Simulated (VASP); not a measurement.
The system is ZrTl2F.

```
Zr Tl F
1.0
    -2.49181    2.49181    3.75992
     2.49181   -2.49181    3.75992
     2.49181    2.49181   -3.75992
Zr Tl F
1 2 1
Direct
  0.50000 0.50000 0.00000
  0.50000 0.00000 0.50000
  0.00000 0.50000 0.50000
  0.00000 0.00000 0.00000
```

The cell was generated, and may not be a known phase.

```yaml
Program: VASP 6.6.1
Task: relaxation of cell and atoms
Functional: PBE
Potentials_or_basis: VASP PAW PBE potentials, release 64 (Zr_sv, Tl_d, F)
Cutoff: 600 eV
k_mesh: 6 × 6 × 6
Occupations: gaussian, width 0.1 eV
Spin: no spin polarisation
```

At the start: pressure 27.8 GPa; volume 23.35 Å³/atom.

Question: How do energy, volume and symmetry change on relaxing?

Answer: Over 14 steps the energy falls by 1112.9 meV/atom and the volume is 24.59 Å³/atom (+5.3 %); space group I4/mmm (No. 139, to 0.1 Å) before and after.

Step by step:
| step | energy change (eV) | largest force (eV/Å) | pressure (GPa) | volume (Å³) |
| --- | --- | --- | --- | --- |
| 1 | 0.0000 | 0.0000 | 27.76 | 93.38 |
| 2 | -2.1262 | 0.0000 | -8.19 | 154.79 |
| 3 | -3.2003 | 0.0000 | -2.34 | 123.91 |
| 4 | -3.4697 | 0.0000 | -2.40 | 117.84 |
| 5 | -4.0765 | 0.0000 | -1.59 | 105.35 |
| 6 | -2.1695 | 0.0000 | 28.73 | 79.70 |
| 7 | -4.2286 | 0.0000 | -0.91 | 102.09 |
| 8 | -4.3234 | 0.0000 | 5.48 | 90.98 |
| 9 | -4.3995 | 0.0000 | 1.28 | 96.55 |
| 10 | -4.4111 | 0.0000 | 2.08 | 95.20 |
| 11 | -4.4148 | 0.0000 | -0.15 | 99.01 |
| 12 | -4.4477 | 0.0000 | 0.78 | 97.16 |
| 13 | -4.4496 | 0.0000 | -0.48 | 99.27 |
| 14 | -4.4514 | 0.0000 | 0.03 | 98.38 |

Final structure:
```xyz
4
Lattice="-2.9857 2.9857 2.7590 2.9857 -2.9857 2.7590 2.9857 2.9857 -2.7590" Properties=species:S:1:pos:R:3 pbc="T T T"
Zr    0.0000    0.0000    2.7590
Tl    0.0000    2.9857    0.0000
Tl    2.9857    0.0000    0.0000
F     0.0000    0.0000    0.0000
```
